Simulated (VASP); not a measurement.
TaN: single point with PBEsol

TaN:

```
Ta N
1.0
    -0.26011    2.08464    2.08464
     2.08464   -0.26011    2.08464
     2.08464    2.08464   -0.26011
Ta N
1 1
Direct
  0.50000 0.50000 0.50000
  0.00000 0.00000 0.00000
```

| Property | Result |
| --- | --- |
| Program | VASP 6.6.1 |
| Task | single point |
| Functional | PBEsol |
| Potentials or basis | VASP PAW PBE potentials, release 64 (Ta_pv, N) |
| Cutoff | 520 eV |
| k mesh | 20 × 20 × 20 |
| Occupations | gaussian, width 0.15 eV |
| Spin | no spin polarisation |

```json
{"Pressure": "-6.9 GPa", "Band gap on the k mesh": "zero (band 8 reaches 11.75 eV, above the bottom of band 9 at 6.14 eV)"}
```

Stress tensor (GPa, compression positive):
```
-6.89 10.65 10.65
10.65 -6.89 10.65
10.65 10.65 -6.89
```

Levels at points of the mesh, in eV from the Fermi level:
```csv
k point,band 6,band 7,band 8,band 9,band 10,band 11
"(0.00, 0.00, 0.00)",-3.57,-2.96,-2.96,-2.76,-0.64,0.74
"(0.50, 0.00, 0.00)",-7.42,-5.69,0.30,0.59,4.50,4.57
"(0.50, 0.50, 0.00)",-5.12,-4.75,-3.58,1.85,2.55,4.33
"(0.50, 0.50, 0.50)",-8.10,-8.10,2.78,3.40,3.40,3.74
```

Run time: 5.6 min on 1 thread of AMD EPYC 7R43 64-Core Processor (Zen 3), on a shared host, peak memory 0.32 GiB.

Caveat: the PAW data sets were made with another functional, which shifts forces and pressure a little; spin-orbit coupling is left out, which moves the levels of the heavy elements.
